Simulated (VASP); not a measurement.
# ZnInGaO4 (R3m) in VASP: a series of runs

ZnInGaO4 is run at these levels: LDA; tasks: single point, relaxation of cell and atoms.

Everything below comes from runs of VASP 6.6.1. Logs are shortened: lines on timing, memory, paths and dates and some standing lists are left out, and cuts for length are marked.

**1. The cell of the first run**

It takes space group R3m (No. 160, trigonal). Conventional cell: a = 3.278 Å, b = 3.278 Å, c = 25.484 Å, α = 90.00°, β = 90.00°, γ = 120.00°. Zn (site symmetry 3m) has 5 O at 1.94 to 2.48 Å within 2.6 Å. In (site symmetry 3m) has 6 O at 2.16 to 2.17 Å within 2.9 Å. Ga (site symmetry 3m) has 5 O at 1.89 to 1.95 Å within 2.5 Å. Within 2.6 Å of O (site symmetry 3m) lie 1 Zn at 1.94 Å and 3 In at 2.16 Å. Within 2.6 Å of O (site symmetry 3m) lie 1 Ga at 1.93 Å and 3 In at 2.17 Å. O (site symmetry 3m) has 3 Ga at 1.89 Å and 1 Zn at 2.48 Å within 2.5 Å. Within 2.6 Å of O (site symmetry 3m) lie 1 Ga at 1.95 Å and 3 Zn at 1.97 Å.

**2. Single point, LDA**

INCAR reads:

```
PREC = Accurate ; ENCUT = 520
EDIFF = 1E-6 ; ISMEAR = 0
SIGMA = 0.02 ; LREAL = False
LASPH = True ; NELM = 100
ALGO = Normal ; ISIF = 2
LWAVE = False ; LCHARG = False
NBANDS = 40
```

KPOINTS reads:

```
Automatic mesh
0
Gamma
  9 9 9
```

POSCAR reads:

```
ZnInGaO4
1.0
    1.6390314508      0.9462952494      8.4948237090
   -1.6390314508      0.9462952494      8.4948237090
    0.0000000000     -1.8925904987      8.4948237090
Zn In Ga O
1 1 1 4
Direct
    0.2187087713      0.2187087713      0.2187087713
    0.0028222049      0.0028222049      0.0028222049
    0.7871787423      0.7871787423      0.7871787423
    0.2949088305      0.2949088305      0.2949088305
    0.7112761973      0.7112761973      0.7112761973
    0.1212406281      0.1212406281      0.1212406281
    0.8638656257      0.8638656257      0.8638656257
```

Potentials or basis: VASP PAW LDA potentials, release 64 (Zn, In_d, Ga_d, O).

On the command line:

```sh
> cat potpaw_LDA.64/Zn/POTCAR potpaw_LDA.64/In_d/POTCAR potpaw_LDA.64/Ga_d/POTCAR potpaw_LDA.64/O/POTCAR > POTCAR
> mpirun -np 1 vasp_std > vasp.out
```

OUTCAR:

```text
PREC = Accurate
   ENCUT = 520
   EDIFF = 1E-6
   ISMEAR = 0
   LREAL = False
   LASPH = True
   NELM = 100
   ISIF = 2

 ion  position               nearest neighbor table
   1  0.219  0.219  0.219-   4 1.94   7 1.97   7 1.97   7 1.97   6 2.48
   2  0.003  0.003  0.003-   4 2.16   4 2.16   4 2.16   5 2.17   5 2.17   5 2.17
   3  0.787  0.787  0.787-   6 1.89   6 1.89   6 1.89   5 1.93   7 1.95
   4  0.295  0.295  0.295-   1 1.94   2 2.16   2 2.16   2 2.16
   5  0.711  0.711  0.711-   3 1.93   2 2.17   2 2.17   2 2.17
   6  0.121  0.121  0.121-   3 1.89   3 1.89   3 1.89   1 2.48
   7  0.864  0.864  0.864-   3 1.95   1 1.97   1 1.97   1 1.97

  LATTYP: Found a trigonal (rhomboedric) cell.
 ALAT       =     8.7030987954
 COS(alpha) =     0.9290656256

  Lattice vectors:

 A1 = (   1.6390314508,   0.9462952494,   8.4948237090)
 A2 = (  -1.6390314508,   0.9462952494,   8.4948237090)
 A3 = (   0.0000000000,  -1.8925904987,   8.4948237090)

Analysis of symmetry for initial positions (statically):
=====================================================================
 Subroutine PRICEL returns:
 Original cell was already a primitive cell.

 Routine SETGRP: Setting up the symmetry group for a
 trigonal (rhombohedral) supercell.

 Subroutine GETGRP returns: Found  6 space group operations
 (whereof  6 operations were pure point group operations)
 out of a pool of 12 trial point group operations.

The static configuration has the point symmetry C_3v.

Analysis of symmetry for dynamics (positions and initial velocities):
=====================================================================
 Subroutine PRICEL returns:
 Original cell was already a primitive cell.

 Routine SETGRP: Setting up the symmetry group for a
 trigonal (rhombohedral) supercell.

 Subroutine GETGRP returns: Found  6 space group operations
 (whereof  6 operations were pure point group operations)
 out of a pool of 12 trial point group operations.

The dynamic configuration has the point symmetry C_3v.

 Subroutine INISYM returns: Found  6 space group operations
 (whereof  6 operations are pure point group operations),
 and found     1 'primitive' translations

----------------------------------------------------------------------------------------

                                     Primitive cell

  volume of cell :      79.0532

[... 96 lines left out ...]
   ENCUT  =  520.0 eV  38.22 Ry    6.18 a.u.  16.18 16.18 16.18*2*pi/ulx,y,z
   NELM   =    100;   NELMIN=  2; NELMDL= -5     # of ELM steps
   EDIFF  = 0.1E-05   stopping-criterion for ELM
   LREAL  =      F    real-space projection
   EDIFFG = 0.1E-04   stopping-criterion for IOM
   NSW    =      0    number of steps for IOM
   IBRION =     -1    ionic relax: 0-MD 1-quasi-New 2-CG
   NFREE  =      0    steps in history (QN), initial steepest desc. (CG)
   ISIF   =      2    stress and relaxation
   ISYM   =      2    0-nonsym 1-usesym 2-fastsym
   POTIM  = 0.5000    time-step for ionic-motion
   TEBEG  =    0.0;   TEEND  =   0.0 temperature during run
   PSTRESS=    0.0 pullay stress
   NELECT =      62.0000    total number of electrons
   NUPDOWN=      -1.0000    fix difference up-down
   EMIN   =  10.00;   EMAX   =-10.00  energy-range for DOS
   EFERMI =   0.00;   METHOD = LEGACY
   ISMEAR =     0;   SIGMA  =   0.02  broadening in eV -4-tet -1-fermi 0-gaus
   EFERMI_NEDOS =   21; number of points for ismear=-14 and -15
   IALGO  =     38    algorithm
   IMIX   =      4    mixing-type and parameters
     AMIX     =   0.40;   BMIX     =  1.00
     AMIX_MAG =   1.60;   BMIX_MAG =  1.00
  volume/ion in A,a.u.               =      11.29        76.21
  Fermi-wavevector in a.u.,A,eV,Ry     =   1.509729  2.852973 31.011492  2.279280
  Thomas-Fermi vector in A             =   2.620012
   LORBIT       =      0    0 simple, 1 ext, 2 COOP (PROOUT), +10 PAW based schemes
   GGA     = CA    functional components
   LHFCALC =     F    Hartree Fock is set to
   AEXX    =    0.0000 exact exchange contribution
   IVDW    =     0    specifies the selected vdW correction
   LEPSILON=     F    determine dielectric tensor
   LRPA    =     F    only Hartree local field effects (RPA)
 non-spin polarized calculation
 Gauss-broadening in eV      SIGMA  =   0.02
  energy-cutoff  :      520.00
  volume of cell :       79.05
 maximum number of plane-waves:      2154
 NGX is ok and might be reduce to    70
   NGX = 33   NGY = 33   NGZ = 33

 number of electron      61.9999993 magnetization

 Free energy of the ion-electron system (eV)
  ---------------------------------------------------
  ext. energy  EPLUGINS =         0.00000000
  ---------------------------------------------------
  free energy    TOTEN  =       -43.65340107 eV

  energy without entropy =      -43.65340107  energy(sigma->0) =      -43.65340107

 E-fermi :   4.2998     XC(G=0): -11.9630

 val. band max:        4.1182564326   @ k =   0.0000   0.0000   0.0000
 cond. band min:       5.4461027171   @ k =   0.0000   0.0000   0.0000
 fundamental gap:      1.3278462844
 Fermi energy:         4.2998386170

 k-point     1 :       0.0000    0.0000    0.0000
  band No.  band energies     occupation
      1     -14.7418      2.00000
      2     -13.7441      2.00000
      3     -13.0746      2.00000
      4     -12.5668      2.00000
      5      -9.4135      2.00000
      6      -9.4135      2.00000
[... 1021 lines left out ...]
     39      14.8496      0.00000
     40      16.4478      0.00000

 [... further k-points ...]
[... 5 lines left out ...]
  --------------------------------------------------------------------------------------
  -------------------------------------------------------------------------------------
  Total        0.6244318      0.6244318      0.6364428      0.0000000      0.0000000      0.0000000
  in kB       12.6554047     12.6554047     12.8988312      0.0000000      0.0000000      0.0000000
  external PRESSURE =      12.7365469 kB  Pullay stress =       0.0000000 kB

 VOLUME and BASIS-vectors are now :
 -----------------------------------------------------------------------------
  energy-cutoff  :      520.00
  volume of cell :       79.05
      direct lattice vectors                 reciprocal lattice vectors
     1.639031451  0.946295249  8.494823709     0.305058210  0.176125439  0.039239582
    -1.639031451  0.946295249  8.494823709    -0.305058210  0.176125439  0.039239582
     0.000000000 -1.892590499  8.494823709     0.000000000 -0.352250879  0.039239582

 POSITION                                       TOTAL-FORCE (eV/Angst)
 -----------------------------------------------------------------------------------
      0.00000      0.00000      5.57368         0.000000      0.000000      0.006927
      0.00000      0.00000      0.07192         0.000000     -0.000000     -0.002972
      0.00000      0.00000     20.06083         0.000000     -0.000000     -0.006823
      0.00000      0.00000      7.51560         0.000000      0.000000      0.009889
      0.00000      0.00000     18.12650         0.000000     -0.000000     -0.024948
      0.00000      0.00000      3.08975         0.000000     -0.000000     -0.007151
      0.00000      0.00000     22.01516         0.000000      0.000000      0.025078
 -----------------------------------------------------------------------------------
    total drift:                               -0.000000     -0.000000     -0.000694

  FREE ENERGIE OF THE ION-ELECTRON SYSTEM (eV)
  ---------------------------------------------------
  free  energy   TOTEN  =       -43.6534010714 eV

  energy  without entropy=      -43.6534010714  energy(sigma->0) =      -43.65340107
```

It took 40 min on 1 thread of AMD EPYC 9R45 (Zen 5), shared host; peak memory 0.62 GiB.

Results:

* Free energy: -43.6534 eV
* Pressure: 1.3 GPa
* Largest force: 0.025 eV/Å
* Band gap on the k mesh: 1.33 eV

Forces in eV/Å, atoms in the order of the input:
```
Zn   0.000  0.000  0.007
In   0.000  0.000 -0.003
Ga   0.000  0.000 -0.007
O    0.000  0.000  0.010
O    0.000  0.000 -0.025
O    0.000  0.000 -0.007
O    0.000  0.000  0.025
```

Levels at points of the mesh, in eV from the valence-band top:
```csv
k point,band 28,band 29,band 30,band 31,band 32,band 33,band 34,band 35
"(0.00, 0.00, 0.00)",-0.84,-0.63,0.00,0.00,1.33,4.47,5.09,5.65
```

Caveat: spin-orbit coupling is left out, which moves the levels of the heavy elements; an odd mesh through Γ misses points on the zone boundary, where band edges can lie.

**3. Relaxation of cell and atoms, LDA**

INCAR reads:

```
SYSTEM = ZnInGaO4
PREC = Accurate
ENCUT = 600
EDIFF = 1E-6
ISMEAR = 0
SIGMA = 0.02
LREAL = .False.
LASPH = .True.
NELM = 100
ALGO = Normal
ISIF = 3
LWAVE = .False.
LCHARG = .False.
IBRION = 2
NSW = 100
EDIFFG = -0.002
```

KPOINTS reads:

```
regular mesh
0
Gamma
  9 9 9
  0 0 0
```

POSCAR reads:

```
ZnInGaO4
1.0
    1.6404791878      0.9471311007      8.4933665160
   -1.6404791878      0.9471311007      8.4933665160
    0.0000000000     -1.8942622013      8.4933665160
Zn In Ga O
1 1 1 4
Direct
    0.2185523426      0.2185523426      0.2185523426
    0.0027583439      0.0027583439      0.0027583439
    0.7871473236      0.7871473236      0.7871473236
    0.2949539052      0.2949539052      0.2949539052
    0.7113027445      0.7113027445      0.7113027445
    0.1213788107      0.1213788107      0.1213788107
    0.8639075295      0.8639075295      0.8639075295
```

Potentials or basis: VASP PAW LDA potentials, release 64 (Zn, In_d, Ga_d, O).

On the command line:

```sh
> cat potpaw_LDA.64/Zn/POTCAR potpaw_LDA.64/In_d/POTCAR potpaw_LDA.64/Ga_d/POTCAR potpaw_LDA.64/O/POTCAR > POTCAR
> mpirun -np 1 vasp_std > vasp.out
```

Wall time 2.3 h (1 thread of AMD EPYC 9R45 (Zen 5), shared host); peak memory 0.71 GiB.

Results (log left out):

* Free energy: -43.6654 eV
* Relaxed volume: 11.35 Å³/atom
* Relaxed cell: a = 8.718 Å, b = 8.718 Å, c = 8.718 Å, α = 21.71°, β = 21.71°, γ = 21.71°
* Space group after relaxing (to 0.1 Å): R3m (No. 160)
* Energy gained by relaxing: 0.1 meV/atom
* Ionic steps: 16
* Pressure after relaxing: 0.0 GPa
* Band gap on the k mesh: 1.30 eV

Step by step:
```csv
step,energy change (eV),largest force (eV/Å),pressure (GPa),volume (Å³)
1,0.0000,0.0395,0.72,79.18
2,-0.0002,0.0260,-0.64,79.77
3,-0.0008,0.0288,-0.05,79.50
4,-0.0008,0.0304,0.01,79.49
5,-0.0009,0.0197,0.01,79.49
6,-0.0009,0.0164,0.02,79.48
7,-0.0009,0.0092,-0.04,79.50
8,-0.0009,0.0086,-0.03,79.50
9,-0.0009,0.0071,0.03,79.48
10,-0.0009,0.0084,0.02,79.48
11,-0.0009,0.0027,-0.05,79.49
12,-0.0009,0.0043,-0.01,79.49
13,-0.0009,0.0024,-0.01,79.49
14,-0.0009,0.0037,-0.01,79.49
15,-0.0009,0.0015,-0.01,79.48
16,-0.0009,0.0019,0.02,79.48
```

Final structure:
```
Zn In Ga O
1.0
     1.64206    0.94804    8.50950
    -1.64206    0.94804    8.50950
     0.00000   -1.89609    8.50950
Zn In Ga O
1 1 1 4
Direct
  0.21877 0.21877 0.21877
  0.00283 0.00283 0.00283
  0.78714 0.78714 0.78714
  0.29497 0.29497 0.29497
  0.71121 0.71121 0.71121
  0.12120 0.12120 0.12120
  0.86388 0.86388 0.86388
```

Levels at points of the mesh, in eV from the valence-band top:
| k point | band 29 | band 30 | band 31 | band 32 | band 33 | band 34 |
| --- | --- | --- | --- | --- | --- | --- |
| (0.00, 0.00, 0.00) | -0.61 | 0.00 | 0.00 | 1.30 | 4.44 | 5.06 |

Caveat: spin-orbit coupling is left out, which moves the levels of the heavy elements; an odd mesh through Γ misses points on the zone boundary, where band edges can lie.

**4. Single point, LDA**

This run uses another cell than the first one, of 12.17 Å³/atom.

INCAR reads:

```
PREC = Accurate
ENCUT = 520
EDIFF = 1E-6
ISMEAR = 0
SIGMA = 0.1
LREAL = False
LASPH = True
NELM = 100
ALGO = Normal
ISIF = 2
LWAVE = False
LCHARG = False
NBANDS = 40
```

KPOINTS reads:

```
regular mesh
0
Gamma
  6 6 6
```

POSCAR reads:

```
ZnInGaO4
1.0
    1.6803268700      0.9701371700      8.7134054600
   -1.6803268700      0.9701371700      8.7134054600
    0.0000000000     -1.9402743400      8.7134054600
Zn In Ga O
1 1 1 4
Direct
    0.2183820000      0.2183820000      0.2183820000
    0.0027680000      0.0027680000      0.0027680000
    0.7870340000      0.7870340000      0.7870340000
    0.2951430000      0.2951430000      0.2951430000
    0.7113580000      0.7113580000      0.7113580000
    0.1217170000      0.1217170000      0.1217170000
    0.8635990000      0.8635990000      0.8635990000
```

On the command line:

```sh
> cat potpaw_LDA.64/Zn/POTCAR potpaw_LDA.64/In_d/POTCAR potpaw_LDA.64/Ga_d/POTCAR potpaw_LDA.64/O/POTCAR > POTCAR
> mpirun -np 1 vasp_std > vasp.out
```

Wall time 9.6 min (1 thread of AMD EPYC 9R45 (Zen 5), shared host); peak memory 0.5 GiB.

Results (log left out):

| Quantity | Value |
| --- | --- |
| Free energy | -43.4544 eV |
| Pressure | -11.0 GPa |
| Largest force | 0.103 eV/Å |
| Band gap on the k mesh | 0.99 eV |

Forces on the atoms (eV/Å):
```
Zn   0.000  0.000  0.016
In   0.000  0.000  0.056
Ga   0.000  0.000  0.032
O    0.000  0.000  0.079
O    0.000  0.000 -0.103
O    0.000  0.000 -0.020
O    0.000  0.000 -0.059
```

Levels at points of the mesh, in eV from the valence-band top:
```
           k point  band 27  band 28  band 29  band 30  band 31  band 32  band 33  band 34  band 35  band 36
(0.00, 0.00, 0.00)    -0.73    -0.73    -0.51     0.00     0.00     0.99     4.10     4.77     5.54     9.85
(0.50, 0.00, 0.00)    -2.17    -1.10    -1.06    -0.49    -0.25     4.93     5.61     6.32     6.96     8.13
(0.50, 0.50, 0.00)    -1.49    -1.25    -1.07    -0.78    -0.43     5.03     5.47     6.31     7.06     8.24
(0.50, 0.50, 0.50)    -1.26    -0.76    -0.76     0.00     0.00     2.39     2.75     4.99     5.83     9.86
```

Caveat: the cell stands under tension; spin-orbit coupling is left out, which moves the levels of the heavy elements.

**5. Overview**

```csv
task,cell,k mesh,cutoff (eV),smearing,gap on the mesh (eV),pressure (GPa),largest force (eV/Å)
single point,"a = 8.703 Å, angles 21.7°, 7 atoms, atomic positions A",9 × 9 × 9,520,gaussian 0.02 eV,1.33,1.3,0.03
relaxation of cell and atoms,"relaxed from a = 8.702 Å, angles 21.7°, 7 atoms, atomic positions A",9 × 9 × 9,600,gaussian 0.02 eV,1.30,0.0,-
single point,"a = 8.927 Å, angles 21.7°, 7 atoms, atomic positions B",6 × 6 × 6,520,gaussian 0.1 eV,0.99,-11.0,0.10
```

Alike in all rows: level LDA; potentials or basis VASP PAW LDA potentials, release 64 (Zn, In_d, Ga_d, O); no spin polarisation.

Caveats: spin-orbit coupling is left out, which moves the levels of the heavy elements; an odd mesh through Γ misses points on the zone boundary, where band edges can lie (at least some runs); the cell stands under tension (at least some runs).

Total energies depend on the potentials used, so only differences within one code and one set of settings carry meaning.
